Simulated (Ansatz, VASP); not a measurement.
One calculation of Sb, two programs

File POSCAR:

```
Sb
1.0
    0.0000000000      2.3712425216      2.3712425216
    2.3712425216      0.0000000000      2.3712425216
    2.3712425216      2.3712425216      0.0000000000
Sb
1
Direct
    0.0000000000      0.0000000000      0.0000000000
```

The input INCAR.step1:

```
  PREC = Accurate
  ENCUT = 440
  EDIFF = 1E-5
  ISMEAR = -1
  SIGMA = 0.05
  LREAL = False
  LASPH = True
  NELM = 120
  ALGO = Normal
  ISIF = 2
  LWAVE = True
  LCHARG = False
  NBANDS = 14
  GGA = PE
  GGA_COMPAT = False
```

INCAR.step2

```
  PREC = Accurate
  ENCUT = 440
  EDIFF = 1E-6
  ISMEAR = -1
  SIGMA = 0.05
  LREAL = False
  LASPH = True
  NELM = 120
  ALGO = Normal
  ISIF = 2
  LWAVE = False
  LCHARG = False
  METAGGA = R2SCAN
  LHFCALC = True
  AEXX = 0.25
  LMIXTAU = True
  PRECFOCK = Normal
  NBANDS = 14
  ISTART = 1
  GGA_COMPAT = False
```

Contents of KPOINTS:

```
regular mesh
0
Gamma
  5 5 5
```

The input input:

```
crystal:
  lattice:
    - [0.0, 2.3712425216, 2.3712425216]
    - [2.3712425216, 0.0, 2.3712425216]
    - [2.3712425216, 2.3712425216, 0.0]
  atoms:
    - { symbol: Sb, position: [0.0, 0.0, 0.0] }
hamiltonian:
  xc: r2scan0
  pseudopotentials: { kind: paw }
kpoints:
  mp_grid: { grid: [5, 5, 5] }
scf:
  occupations: { method: fermi_dirac, width: 0.05 }
output:
  forces: true
  stress: true
  eigenvalues: true
```

Alike in both runs: task single point; functional r2SCAN0; k mesh 5 × 5 × 5; occupations fermi-dirac, width 0.05 eV; no spin polarisation.

```csv
,VASP,Ansatz
version,VASP 6.6.1,Ansatz 0.2.0
potentials or method,"VASP PAW PBE potentials, release 64 (Sb_d_GW)",Ansatz PAW
plane-wave cutoff (eV),440,500
valence electrons in the cell,15,15
```

```tsv
	VASP	Ansatz	Ansatz less VASP
gap on the k mesh at the Fermi level (eV)	none	none	-
pressure (GPa)	-0.6	-0.4	+0.23
```

VASP's potentials were made for PBE, not for r2SCAN0. A gap of «none» marks a metal or a gap that the smearing closes.

The k mesh is coarse, so the values compare programs but aren't converged. Neither program's run includes spin-orbit coupling.
